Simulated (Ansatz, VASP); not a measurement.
## K3Os in VASP and in Ansatz

```
K Os
1.0
     5.20611    0.00000    0.00000
     0.00000    5.20611    0.00000
     0.00000    0.00000    5.20611
K Os
3 1
Direct
  0.00000 0.50000 0.50000
  0.50000 0.00000 0.50000
  0.50000 0.50000 0.00000
  0.00000 0.00000 0.00000
```

Alike in both runs: functional PBE; k mesh 10 × 10 × 10; occupations gaussian, width 0.1 eV; no spin polarisation.

Ansatz relaxed the structure, and its values are those at the end. VASP's run is a single point on that final structure, the one shown.

|  | VASP | Ansatz |
| --- | --- | --- |
| version | VASP 6.6.1 | Ansatz 0.2.0 |
| potentials or method | VASP PAW PBE potentials, release 64 (K_sv, Os), cutoff 520 eV | scalar-relativistic, plane waves, PAW |
| valence electrons in the cell | 35 | 43 |

|  | VASP | Ansatz | Ansatz less VASP |
| --- | --- | --- | --- |
| gap on the k mesh at the Fermi level (eV) | none | none | - |
| pressure (GPa) | 0.0 | 0.0 | 0.00 |

A gap of «none» marks a metal or a gap that the smearing closes. VASP's potentials hold 35 valence electrons a cell and Ansatz's 43, so a difference there can come from the potentials and not from the codes.

Spin-orbit coupling is off throughout.
